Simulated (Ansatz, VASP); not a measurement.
One calculation of Cd, two programs

```
Cd
1.0
     4.72035    0.00000    0.00000
    -2.36017    4.08794    0.00000
     0.00000    0.00000    2.80851
Cd
3
Direct
  0.00000 0.00000 0.00000
  0.33333 0.66667 0.50000
  0.66667 0.33333 0.50000
```

Alike in both runs: task single point; functional LDA; k mesh 8 × 8 × 12; occupations fermi-dirac, width 0.1 eV; no spin polarisation.

|  | VASP | Ansatz |
| --- | --- | --- |
| version | VASP 6.6.1 | Ansatz 0.2.0 |
| potentials or method | VASP PAW LDA potentials, release 64 (Cd_sv_GW), cutoff 630 eV | plane waves (420 eV) with PAW, scalar-relativistic |
| valence electrons in the cell | 60 | 60 |

VASP gave:

```
pressure (GPa)                                                : 11.7
traceless stress, the component that is largest in VASP (GPa) : -0.42
```

**Question.** What did Ansatz give for the same quantities?

**Answer.** Pressure (GPa): 11.7; traceless stress, the component that is largest in VASP (GPa): -0.47.

Ansatz warns that its potentials were made for another functional, while VASP's fit it. LDA's correlation is that of Perdew and Zunger in VASP and of Perdew and Wang (1992) in Ansatz.
